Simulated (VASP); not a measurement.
CdSe, 2 atoms in the cell. It takes space group F-43m (No. 216, cubic). Conventional cell: a = 5.945 Å, b = 5.945 Å, c = 5.945 Å, α = 90.00°, β = 90.00°, γ = 90.00°. Cd (site symmetry -43m) has 4 Se at 2.57 Å within 3.4 Å. Se (site symmetry -43m) has 4 Cd at 2.57 Å within 3.4 Å. 

| Property | Result |
| --- | --- |
| Program | VASP 6.6.1 |
| Task | single point |
| Functional | RPBE |
| Dispersion | D3(BJ) |
| Potentials or basis | VASP PAW PBE potentials, release 64 (Cd, Se) |
| Cutoff | 520 eV |
| k mesh | 8 × 8 × 8 |
| Occupations | fermi-dirac, width 0.05 eV |
| Spin | no spin polarisation |
| Dipole correction | no |
| Further INCAR settings | ALGO = Normal; EDIFF = 1e-06; NBANDS = 16 |

Potentials or basis: VASP PAW PBE potentials, release 64 (Cd, Se).

Run with:

```bash
$ cat potpaw_PBE.64/Cd/POTCAR potpaw_PBE.64/Se/POTCAR > POTCAR
$ mpirun -np 1 vasp_std > vasp.out
```

Hardware: 1 thread of AMD EPYC 7R13 Processor (Zen 3), on a shared host.

How long does it take, and how much memory?

Wall time 48 s on 1 thread of AMD EPYC 7R13 Processor (Zen 3) (shared host), peak memory 0.16 GiB. Counts: scf iterations 14, k points 29.
